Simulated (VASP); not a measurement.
Input of a VASP 6.6.1 run:

INCAR

```
SYSTEM = Si
PREC = Accurate ; ENCUT = 520
EDIFF = 1E-6 ; ISMEAR = 0
SIGMA = 0.1 ; LREAL = .FALSE.
LASPH = .TRUE. ; NELM = 100
ALGO = Normal ; ISIF = 2
LWAVE = .FALSE. ; LCHARG = .FALSE.
GGA = PE ; NBANDS = 16
```

The input KPOINTS:

```
regular mesh
0
G
  6 6 4
  0 0 0
```

File POSCAR:

```
Si
1.0
    3.7347911002      0.0000000032      0.0000000000
   -1.8673955529      3.2344239690      0.0000000000
    0.0000000000      0.0000000000      6.2744784993
Si
4
Direct
    0.0000000000      0.0000000000      0.8123061662
    0.0000000000      0.0000000000      0.1876938338
    0.3333333333      0.6666666667      0.6564491569
    0.6666666667      0.3333333333      0.3435508431
```

Potentials or basis: VASP PAW PBE potentials, release 64 (Si).

Run with:

```bash
$ cat potpaw_PBE.64/Si/POTCAR > POTCAR
$ mpirun -np 1 vasp_std > vasp.out
```

Task: Predict the pressure.

Result: -0.1 GPa.

Task: What does it give for the band gap on the k mesh?

Result: Zero (bands 8 and 9 overlap by 1.89 eV).

Forces in eV/Å, atoms in the order of the input:
```
Si   0.000  0.000 -0.007
Si   0.000  0.000  0.007
Si   0.000  0.000  0.022
Si   0.000  0.000 -0.022
```
